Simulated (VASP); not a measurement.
Wanted: the native input for a VASP 6.6.1 run.

| Property | Result |
| --- | --- |
| Task | single point |
| Functional | r2SCAN |
| Potentials or basis | VASP PAW PBE potentials, release 64 (Ga_d, N) |
| Cutoff | 520 eV |
| k mesh | 10 × 10 × 3 |
| Occupations | gaussian, width 0.05 eV |
| Spin | no spin polarisation |
| Dipole correction | no |
| Further INCAR settings | ALGO = Normal; EDIFF = 1e-07; NBANDS = 46 |

Crystal: GaN.

```
Ga N
1.0
    -1.59155   -2.75664    0.00000
     1.59155   -2.75664    0.00000
     0.00000    0.00000   10.36719
Ga N
4 4
Direct
  0.66667 0.66667 0.49956
  0.66667 0.66667 0.99956
  0.33333 0.33333 0.24956
  0.33333 0.33333 0.74956
  0.66667 0.66667 0.18794
  0.66667 0.66667 0.68794
  0.33333 0.33333 0.43794
  0.33333 0.33333 0.93794
```

These files were run (other wordings do the same):

POSCAR

```
GaN
1.0
   -1.5915492149     -2.7566441030      0.0000000000
    1.5915492150     -2.7566441030      0.0000000000
    0.0000000000      0.0000000000     10.3671924850
Ga N
4 4
Direct
    0.6666666667      0.6666666667      0.4995550523
    0.6666666667      0.6666666667      0.9995550523
    0.3333333333      0.3333333333      0.2495550523
    0.3333333333      0.3333333333      0.7495550523
    0.6666666667      0.6666666667      0.1879449477
    0.6666666667      0.6666666667      0.6879449477
    0.3333333333      0.3333333333      0.4379449477
    0.3333333333      0.3333333333      0.9379449477
```

INCAR.step1

```
SYSTEM = GaN
  ALGO = Normal
  EDIFF = 1E-4
  ENCUT = 520
  GGA = PE
  ISMEAR = 0
  LASPH = .True.
  LCHARG = .False.
  LREAL = .False.
  LWAVE = .True.
  NBANDS = 46
  NELM = 60
  PREC = Accurate
  SIGMA = 0.05
```

INCAR.step2

```
SYSTEM = GaN
  ALGO = Normal
  EDIFF = 1E-7
  ENCUT = 520
  ISIF = 2
  ISMEAR = 0
  ISTART = 1
  LASPH = .True.
  LCHARG = .False.
  LMIXTAU = .True.
  LREAL = .False.
  LWAVE = .False.
  METAGGA = R2SCAN
  NBANDS = 46
  NELM = 60
  PREC = Accurate
  SIGMA = 0.05
```

KPOINTS

```
k-points
0
Gamma
  10 10 3
  0 0 0
```

Potentials or basis: VASP PAW PBE potentials, release 64 (Ga_d, N).

Run with:

```bash
$ cat potpaw_PBE.64/Ga_d/POTCAR potpaw_PBE.64/N/POTCAR > POTCAR
$ cp INCAR.step1 INCAR
$ mpirun -np 1 vasp_std > vasp.out
$ cp INCAR.step2 INCAR
$ mpirun -np 1 vasp_std > vasp.out
```

Results of the run:

- Pressure: 1.1 GPa
- Largest force: 0.005 eV/Å
- Band gap on the k mesh: 2.34 eV

Caveat: the PAW data sets were made with another functional, which shifts forces and pressure a little.

Run time: 11 min on 1 thread of Intel(R) Xeon(R) Platinum 8375C CPU @ 2.90GHz (Ice Lake), on a shared host, peak memory 0.26 GiB.
